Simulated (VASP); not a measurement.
# Ni (Fm-3m) in VASP: a series of runs

The runs below take Ni through relaxation of cell and atoms, single point, with PBE, HSE06.

All numbers are computed with VASP 6.6.1; they aren't measurements. Logs are shortened: lines on timing, memory, paths and dates and some standing lists are left out, and cuts for length are marked.

## Step 1: The cell of the first run

It takes space group Fm-3m (No. 225, cubic). Conventional cell: a = 3.475 Å, b = 3.475 Å, c = 3.475 Å, α = 90.00°, β = 90.00°, γ = 90.00°. Ni (site symmetry m-3m) has 12 Ni at 2.46 Å within 3.2 Å.

## Step 2: Relaxation of cell and atoms, PBE, collinear spin, ferromagnetic start, target pressure 30 GPa, at which the enthalpy is minimised

INCAR reads:

```
  PREC = Accurate
  ENCUT = 600
  EDIFF = 1E-6
  ISMEAR = -1
  SIGMA = 0.05
  LREAL = F
  LASPH = T
  NELM = 150
  ALGO = Normal
  ISIF = 3
  LWAVE = F
  LCHARG = F
  ISPIN = 2
  MAGMOM = 1
  LORBIT = 11
  LMAXMIX = 4
  GGA = PE
  IBRION = 2
  NSW = 60
  EDIFFG = -0.01
  PSTRESS = 300.0
```

KPOINTS reads:

```
Automatic mesh
0
Gamma
  13 13 13
```

POSCAR reads:

```
Ni
1.0
    0.0000000000      1.7375729330      1.7375729330
    1.7375729330      0.0000000000      1.7375729330
    1.7375729330      1.7375729330      0.0000000000
Ni
1
Direct
    0.0000000000      0.0000000000      0.0000000000
```

Potentials or basis: VASP PAW PBE potentials, release 64 (Ni).

Run with:

```sh
$ cat potpaw_PBE.64/Ni/POTCAR > POTCAR
$ mpirun -np 1 vasp_std > vasp.out
```

OUTCAR:

```text
PREC = Accurate
   ENCUT = 600
   EDIFF = 1E-6
   ISMEAR = -1
   LREAL = F
   LASPH = T
   NELM = 150
   ISIF = 3
   ISPIN = 2
   LORBIT = 11
   GGA = PE
   IBRION = 2
   NSW = 60
   EDIFFG = -0.01
   PSTRESS = 300.0

 ion  position               nearest neighbor table
   1  0.000  0.000  0.000-

  LATTYP: Found a face centered cubic cell.
 ALAT       =     3.4751458660

  Lattice vectors:

 A1 = (   0.0000000000,   1.7375729330,   1.7375729330)
 A2 = (   1.7375729330,   0.0000000000,   1.7375729330)
 A3 = (   1.7375729330,   1.7375729330,   0.0000000000)

Analysis of symmetry for initial positions (statically):
=====================================================================
 Subroutine PRICEL returns:
 Original cell was already a primitive cell.

 Routine SETGRP: Setting up the symmetry group for a
 face centered cubic supercell.

 Subroutine GETGRP returns: Found 48 space group operations
 (whereof 48 operations were pure point group operations)
 out of a pool of 48 trial point group operations.

The static configuration has the point symmetry O_h .

Analysis of symmetry for dynamics (positions and initial velocities):
=====================================================================
 Subroutine PRICEL returns:
 Original cell was already a primitive cell.

 Routine SETGRP: Setting up the symmetry group for a
 face centered cubic supercell.

 Subroutine GETGRP returns: Found 48 space group operations
 (whereof 48 operations were pure point group operations)
 out of a pool of 48 trial point group operations.

The dynamic configuration has the point symmetry O_h .

Analysis of structural, dynamic, and magnetic symmetry:
=====================================================================
 Subroutine PRICEL returns:
 Original cell was already a primitive cell.

 Routine SETGRP: Setting up the symmetry group for a
 face centered cubic supercell.

 Subroutine GETGRP returns: Found 48 space group operations
 (whereof 48 operations were pure point group operations)
 out of a pool of 48 trial point group operations.

The overall configuration has the point symmetry O_h .

 Subroutine INISYM returns: Found 48 space group operations
 (whereof 48 operations are pure point group operations),
 and found     1 'primitive' translations

----------------------------------------------------------------------------------------

                                     Primitive cell

  volume of cell :      10.4920

  direct lattice vectors                    reciprocal lattice vectors
     0.000000000  1.737572933  1.737572933    -0.287757705  0.287757705  0.287757705
     1.737572933  0.000000000  1.737572933     0.287757705 -0.287757705  0.287757705
     1.737572933  1.737572933  0.000000000     0.287757705  0.287757705 -0.287757705

  length of vectors
     2.457299207  2.457299207  2.457299207     0.498410966  0.498410966  0.498410966

  position of ions in fractional coordinates (direct lattice)
     0.000000000  0.000000000  0.000000000

  ion indices of the primitive-cell ions
   primitive index   ion index
                 1           1

----------------------------------------------------------------------------------------

 KPOINTS: Automatic mesh

Automatic generation of k-mesh.
 Grid dimensions read from file:
 generate k-points for:   13   13   13

 Generating k-lattice:

  Cartesian coordinates                     Fractional coordinates (reciprocal lattice)
    -0.022135208  0.022135208  0.022135208     0.076923077  0.000000000  0.000000000
     0.022135208 -0.022135208  0.022135208     0.000000000  0.076923077  0.000000000
     0.022135208  0.022135208 -0.022135208     0.000000000  0.000000000  0.076923077

  Length of vectors
     0.038339305  0.038339305  0.038339305

  Shift w.r.t. Gamma in fractional coordinates (k-lattice)
     0.000000000  0.000000000  0.000000000

 Subroutine IBZKPT returns following result:
 ===========================================

 Found     84 irreducible k-points:

 Following reciprocal coordinates:
            Coordinates               Weight
  0.000000  0.000000  0.000000      1.000000
  0.076923  0.000000  0.000000      8.000000
  0.153846  0.000000  0.000000      8.000000
  0.230769  0.000000  0.000000      8.000000
  0.307692  0.000000  0.000000      8.000000
  0.384615  0.000000  0.000000      8.000000
[... 16 lines left out ...]
  0.384615  0.153846  0.000000     24.000000
  0.461538  0.153846  0.000000     24.000000
 [... further k-points ...]
   k-points           NKPTS =     84   k-points in BZ     NKDIM =     84   number of bands    NBANDS=     10
   number of dos      NEDOS =    301   number of ions     NIONS =      1
   total plane-waves  NPLWV =   8000
   dimension x,y,z NGX =    20 NGY =   20 NGZ =   20
   dimension x,y,z NGXF=    40 NGYF=   40 NGZF=   40
   ions per type =               1
   NGX,Y,Z   is equivalent  to a cutoff of  13.53, 13.53, 13.53 a.u.
   NGXF,Y,Z  is equivalent  to a cutoff of  27.06, 27.06, 27.06 a.u.
 SYSTEM =  unknown system
   PREC   = accura    normal or accurate (medium, high low for compatibility)
   ISTART =      0    job   : 0-new  1-cont  2-samecut
   ICHARG =      2    charge: 1-file 2-atom 10-const
   ISPIN  =      2    spin polarized calculation?
   LNONCOLLINEAR =      F non collinear calculations
   LSORBIT =      F    spin-orbit coupling
   LASPH  =      T    aspherical Exc in radial PAW
   ENCUT  =  600.0 eV  44.10 Ry    6.64 a.u.   4.91  4.91  4.91*2*pi/ulx,y,z
   NELM   =    150;   NELMIN=  2; NELMDL= -5     # of ELM steps
   EDIFF  = 0.1E-05   stopping-criterion for ELM
   LREAL  =      F    real-space projection
   EDIFFG = -.1E-01   stopping-criterion for IOM
   NSW    =     60    number of steps for IOM
   IBRION =      2    ionic relax: 0-MD 1-quasi-New 2-CG
   NFREE  =      1    steps in history (QN), initial steepest desc. (CG)
   ISIF   =      3    stress and relaxation
   ISYM   =      2    0-nonsym 1-usesym 2-fastsym
   POTIM  = 0.5000    time-step for ionic-motion
   TEBEG  =    0.0;   TEEND  =   0.0 temperature during run
   PSTRESS=  300.0 pullay stress
   NELECT =      10.0000    total number of electrons
   NUPDOWN=      -1.0000    fix difference up-down
   EMIN   =  10.00;   EMAX   =-10.00  energy-range for DOS
   EFERMI =   0.00;   METHOD = LEGACY
   ISMEAR =    -1;   SIGMA  =   0.05  broadening in eV -4-tet -1-fermi 0-gaus
   EFERMI_NEDOS =   21; number of points for ismear=-14 and -15
   IALGO  =     38    algorithm
   IMIX   =      4    mixing-type and parameters
     AMIX     =   0.40;   BMIX     =  1.00
     AMIX_MAG =   1.60;   BMIX_MAG =  1.00
  volume/ion in A,a.u.               =      10.49        70.80
  Fermi-wavevector in a.u.,A,eV,Ry     =   1.611097  3.044533 35.315755  2.595635
  Thomas-Fermi vector in A             =   2.706542
   LORBIT       =     11    0 simple, 1 ext, 2 COOP (PROOUT), +10 PAW based schemes
   GGA     = PE    functional components
   LHFCALC =     F    Hartree Fock is set to
   AEXX    =    0.0000 exact exchange contribution
   IVDW    =     0    specifies the selected vdW correction
   LEPSILON=     F    determine dielectric tensor
   LRPA    =     F    only Hartree local field effects (RPA)
 conjugate gradient relaxation of ions
 spin polarized calculation
  energy-cutoff  :      600.00
  volume of cell :       10.49
 maximum number of plane-waves:       365
   NGX =  9   NGY =  9   NGZ =  9

--------------------------------------- Ionic step        1  -------------------------------------------

 number of electron      10.0000000 magnetization       1.0000000

 number of electron       9.9999999 magnetization       0.6225094

 Free energy of the ion-electron system (eV)
  ---------------------------------------------------
  ext. energy  EPLUGINS =         0.00000000
  ---------------------------------------------------
  free energy    TOTEN  =        -5.47037382 eV

  energy without entropy =       -5.45766275  energy(sigma->0) =       -5.46401828

 E-fermi :   9.9021     XC(G=0): -13.4710

 val. band max:        9.9010868156   @ k =   0.3846   0.3846   0.0000
 cond. band min:       9.9206909437   @ k =  -0.3846   0.3077   0.0000
 fundamental gap:      0.0196041282
 Fermi energy:         9.9021332746

 spin component 1

 k-point     1 :       0.0000    0.0000    0.0000
  band No.  band energies     occupation
      1       0.6314      1.00000
      2       7.3748      1.00000
      3       7.3748      1.00000
      4       7.3748      1.00000
      5       8.6120      1.00000
      6       8.6120      1.00000
      7      33.9269      0.00000
      8      38.0766      0.00000
      9      38.0766      0.00000
     10      38.0766      0.00000

 k-point     2 :       0.0769    0.0000    0.0000
  band No.  band energies     occupation
      1       0.8687      1.00000
      2       7.3125      1.00000
      3       7.4281      1.00000
      4       7.4281      1.00000
      5       8.5897      1.00000
      6       8.5897      1.00000
      7      33.1033      0.00000
      8      35.8040      0.00000
      9      37.5834      0.00000
     10      37.5834      0.00000
[... 815 lines left out ...]
  FREE ENERGIE OF THE ION-ELECTRON SYSTEM (eV)
  ---------------------------------------------------
  free  energy   TOTEN  =        -5.3837690042 eV

  energy  without entropy=       -5.3723538226  energy(sigma->0) =       -5.37806141

  enthalpy is  TOTEN    =        -3.5645394126 eV   P V=        1.8192295917

--------------------------------------- Ionic step        7  -------------------------------------------

 number of electron      10.0000003 magnetization       0.6183709

 Free energy of the ion-electron system (eV)
  ---------------------------------------------------
  ext. energy  EPLUGINS =         0.00000000
  ---------------------------------------------------
  free energy    TOTEN  =        -5.38073833 eV

  energy without entropy =       -5.36935035  energy(sigma->0) =       -5.37504434

 E-fermi :  11.1049     XC(G=0): -13.9476

 val. band max:       11.1044260675   @ k =  -0.4615   0.4615   0.0000
 cond. band min:      11.1185808218   @ k =  -0.3846   0.3077   0.0000
 fundamental gap:      0.0141547543
 Fermi energy:        11.1048962424

 spin component 1

 k-point     1 :       0.0000    0.0000    0.0000
  band No.  band energies     occupation
      1       1.2611      1.00000
      2       8.3589      1.00000
      3       8.3589      1.00000
      4       8.3589      1.00000
      5       9.7369      1.00000
      6       9.7369      1.00000
      7      35.7885      0.00000
      8      40.5681      0.00000
      9      40.5681      0.00000
     10      40.5681      0.00000

 k-point     2 :       0.0769    0.0000    0.0000
  band No.  band energies     occupation
      1       1.5129      1.00000
      2       8.2876      1.00000
      3       8.4187      1.00000
      4       8.4187      1.00000
      5       9.7111      1.00000
      6       9.7111      1.00000
      7      35.1059      0.00000
      8      38.1227      0.00000
      9      40.1249      0.00000
     10      40.1249      0.00000
[... 624 lines left out ...]
 POSITION                                       TOTAL-FORCE (eV/Angst)
 -----------------------------------------------------------------------------------
      0.00000     -0.00000      0.00000         0.000000      0.000000     -0.000000
 -----------------------------------------------------------------------------------
    total drift:                                0.000000     -0.000000     -0.000000

  FREE ENERGIE OF THE ION-ELECTRON SYSTEM (eV)
  ---------------------------------------------------
  free  energy   TOTEN  =        -5.3807383253 eV

  energy  without entropy=       -5.3693503479  energy(sigma->0) =       -5.37504434

  enthalpy is  TOTEN    =        -3.5645673255 eV   P V=        1.8161709999

 reached required accuracy - stopping structural energy minimisation

 total charge

# of ion       s       p       d       tot
------------------------------------------
    1        0.551   0.610   8.379   9.540

 magnetization (x)

# of ion       s       p       d       tot
------------------------------------------
    1       -0.005  -0.024   0.648   0.619
```

Wall time 2.1 min (1 thread of Intel Xeon 8259CL, shared host); peak memory 0.15 GiB.

Results:

```
Free energy                                                : -5.3807 eV
Relaxed volume                                             : 9.70 Å³/atom
Relaxed cell                                               : a = 2.394 Å, b = 2.394 Å, c = 2.394 Å, α = 60.00°, β = 60.00°, γ = 60.00°
Space group after relaxing (to 0.1 Å)                      : Fm-3m (No. 225)
Energy change on relaxing (the run minimises the enthalpy) : +89.6 meV/atom
Ionic steps                                                : 7
Pressure after relaxing                                    : 30.0 GPa
Net moment                                                 : 0.62 μB per cell
Site moments                                               : Ni +0.62 μB
Valence electrons inside the program's atomic spheres      : Ni 9.54
```

The path:
```csv
step,energy change (eV),largest force (eV/Å),pressure (GPa),volume (Å³)
1,0.0000,0.0000,7.86,10.49
2,0.5441,0.0000,93.26,8.44
3,0.0838,0.0000,28.96,9.73
4,0.0884,0.0000,29.82,9.71
5,0.0913,0.0000,30.34,9.69
6,0.0866,0.0000,29.48,9.72
7,0.0896,0.0000,30.03,9.70
```

Final structure:
```xyz
1
Lattice="0.0000 1.6927 1.6927 1.6927 0.0000 1.6927 1.6927 1.6927 0.0000" Properties=species:S:1:pos:R:3 pbc="T T T"
Ni    0.0000    0.0000    0.0000
```

Caveat: the cell is relaxed towards a set pressure, so the run minimises the enthalpy, not the energy.

## Step 3: Single point, HSE06, collinear spin, ferromagnetic start

This run uses another cell than the first one, of 11.12 Å³/atom.

POSCAR reads:

```
Ni
1.0
    0.0000000000      1.7716516424      1.7716516424
    1.7716516424      0.0000000000      1.7716516424
    1.7716516424      1.7716516424      0.0000000000
Ni
1
Direct
    0.0000000000      0.0000000000      0.0000000000
```

INCAR.step1 reads:

```
  ALGO = Normal
  EDIFF = 1E-5
  ENCUT = 520
  GGA = PE
  ISIF = 2
  ISMEAR = -1
  ISPIN = 2
  LASPH = T
  LCHARG = F
  LMAXMIX = 4
  LORBIT = 11
  LREAL = F
  LWAVE = T
  MAGMOM = 1
  NBANDS = 15
  NELM = 150
  PREC = Accurate
  SIGMA = 0.05
```

INCAR.step2 reads:

```
  ALGO = Normal
  EDIFF = 1E-6
  ENCUT = 520
  GGA = PE
  HFSCREEN = 0.2079
  ISIF = 2
  ISMEAR = -1
  ISPIN = 2
  ISTART = 1
  LASPH = T
  LCHARG = F
  LHFCALC = T
  LMAXMIX = 4
  LORBIT = 11
  LREAL = F
  LWAVE = F
  MAGMOM = 1
  NBANDS = 15
  NELM = 150
  PREC = Accurate
  PRECFOCK = Normal
  SIGMA = 0.05
```

KPOINTS reads:

```
k-points
0
Gamma
  8 8 8
```

Potentials or basis: VASP PAW PBE potentials, release 64 (Ni).

Run with:

```sh
$ cat potpaw_PBE.64/Ni/POTCAR > POTCAR
$ cp INCAR.step1 INCAR
$ mpirun -np 1 vasp_std > vasp.out
$ cp INCAR.step2 INCAR
$ mpirun -np 1 vasp_std > vasp.out
```

Wall time 86 min (1 thread of Oxide Virtual Turin-like, shared host); peak memory 0.21 GiB.

The run converged. Its results:

```yaml
Free_energy: -6.3191 eV
Pressure: -6.6 GPa
Net_moment: 0.71 μB per cell
Site_moments: Ni +0.76 μB
Valence_electrons_inside_the_program's_atomic_spheres: Ni 9.32
```

Levels at points of the mesh, in eV from the Fermi level:
Spin up:
```
           k point  band 1  band 2  band 3  band 4  band 5  band 6  band 7  band 8  band 9  band 10
(0.00, 0.00, 0.00)   -9.85   -4.53   -4.53   -4.53   -3.18   -3.18   24.80   28.66   28.66    28.66
(0.50, 0.00, 0.00)   -6.58   -4.41   -4.41   -2.50   -2.50   -0.16    5.95   23.17   25.81    25.81
(0.50, 0.50, 0.00)   -6.41   -6.24   -2.47   -2.47   -2.42    2.91    9.80   15.79   15.79    20.67
```
Spin down:
```tsv
k point	band 1	band 2	band 3	band 4	band 5	band 6	band 7	band 8	band 9	band 10
(0.00, 0.00, 0.00)	-10.39	-2.35	-2.35	-2.08	-2.08	-2.08	24.11	28.40	28.40	28.40
(0.50, 0.00, 0.00)	-5.28	-3.19	-3.19	-0.80	0.13	0.13	7.02	22.66	25.67	25.67
(0.50, 0.50, 0.00)	-6.01	-4.31	-1.51	1.01	1.01	2.21	9.93	15.50	15.50	21.07
```

Caveat: the k points lie up to 0.38 Å⁻¹ apart; the PAW data sets were made with another functional, which shifts forces and pressure a little.

## Step 4: Single point, HSE06, collinear spin, ferromagnetic start

This run uses another cell than the first one, of 10.91 Å³/atom.

POSCAR reads:

```
Ni
1.0
    0.0000000000      1.7604383569      1.7604383569
    1.7604383569      0.0000000000      1.7604383569
    1.7604383569      1.7604383569      0.0000000000
Ni
1
Direct
    0.0000000000      0.0000000000      0.0000000000
```

INCAR.step1 reads:

```
PREC = Accurate ; ENCUT = 520
EDIFF = 1E-5 ; ISMEAR = -1
SIGMA = 0.05 ; LREAL = F
LASPH = T ; NELM = 150
ALGO = Normal ; ISIF = 2
LWAVE = T ; LCHARG = F
ISPIN = 2 ; MAGMOM = 1
LORBIT = 11 ; LMAXMIX = 4
GGA = PE ; NBANDS = 15
```

INCAR.step2 reads:

```
PREC = Accurate ; ENCUT = 520
EDIFF = 1E-6 ; ISMEAR = -1
SIGMA = 0.05 ; LREAL = F
LASPH = T ; NELM = 150
ALGO = Normal ; ISIF = 2
LWAVE = F ; LCHARG = F
ISPIN = 2 ; MAGMOM = 1
LORBIT = 11 ; LMAXMIX = 4
GGA = PE ; LHFCALC = T
HFSCREEN = 0.2079 ; PRECFOCK = Normal
ISTART = 1 ; NBANDS = 15
```

KPOINTS reads:

```
Automatic mesh
0
Gamma
  8 8 8
```

Run with:

```sh
$ cat potpaw_PBE.64/Ni/POTCAR > POTCAR
$ cp INCAR.step1 INCAR
$ mpirun -np 1 vasp_std > vasp.out
$ cp INCAR.step2 INCAR
$ mpirun -np 1 vasp_std > vasp.out
```

It took 75 min on 1 thread of Oxide Virtual Turin-like, shared host; peak memory 0.2 GiB.

It converged, with:

```
Free energy                                           : -6.3259 eV
Pressure                                              : -3.5 GPa
Net moment                                            : 0.70 μB per cell
Site moments                                          : Ni +0.75 μB
Valence electrons inside the program's atomic spheres : Ni 9.35
```

Levels at points of the mesh, in eV from the Fermi level:
Spin up:
| k point | band 2 | band 3 | band 4 | band 5 | band 6 | band 7 | band 8 | band 9 |
| --- | --- | --- | --- | --- | --- | --- | --- | --- |
| (0.00, 0.00, 0.00) | -4.56 | -4.56 | -4.56 | -3.18 | -3.18 | 24.99 | 28.99 | 28.99 |
| (0.50, 0.00, 0.00) | -4.44 | -4.44 | -2.47 | -2.47 | -0.19 | 6.11 | 23.35 | 26.16 |
| (0.50, 0.50, 0.00) | -6.32 | -2.44 | -2.44 | -2.40 | 2.93 | 9.99 | 15.99 | 15.99 |
Spin down:
```tsv
k point	band 2	band 3	band 4	band 5	band 6	band 7	band 8	band 9
(0.00, 0.00, 0.00)	-2.34	-2.34	-2.13	-2.13	-2.13	24.31	28.74	28.74
(0.50, 0.00, 0.00)	-3.22	-3.22	-0.82	0.13	0.13	7.18	22.85	26.03
(0.50, 0.50, 0.00)	-4.42	-1.49	1.02	1.02	2.24	10.13	15.71	15.71
```

Caveat: the k points lie up to 0.39 Å⁻¹ apart; the PAW data sets were made with another functional, which shifts forces and pressure a little.

## Step 5: The runs side by side

```tsv
task	level	cell	k mesh	cutoff (eV)	grid for exact exchange (PRECFOCK)	share of exact exchange	screening parameter	gap on the mesh (eV)	pressure (GPa)	moment (μB)
relaxation of cell and atoms	PBE	relaxed to 30 GPa from a = 2.457 Å, angles 60.0°, 1 atom	13 × 13 × 13	600	-	-	-	none	30.0	0.62
single point	HSE06	a = 2.505 Å, angles 60.0°, 1 atom	8 × 8 × 8	520	Normal	0.25	0.2079 1/Å	none	-6.6	0.71
single point	HSE06	a = 2.490 Å, angles 60.0°, 1 atom	8 × 8 × 8	520	Normal	0.25	0.2079 1/Å	none	-3.5	0.70
```

Alike in all rows: potentials or basis VASP PAW PBE potentials, release 64 (Ni); spin collinear, ferromagnetic start; smearing fermi-dirac 0.05 eV.

Caveats: some runs use coarse meshes; the PAW data sets were made with another functional, which shifts forces and pressure a little (at least some runs); the cell is relaxed towards a set pressure, so the run minimises the enthalpy, not the energy (at least some runs).

Total energies depend on the potentials used, so only differences within one code and one set of settings carry meaning.
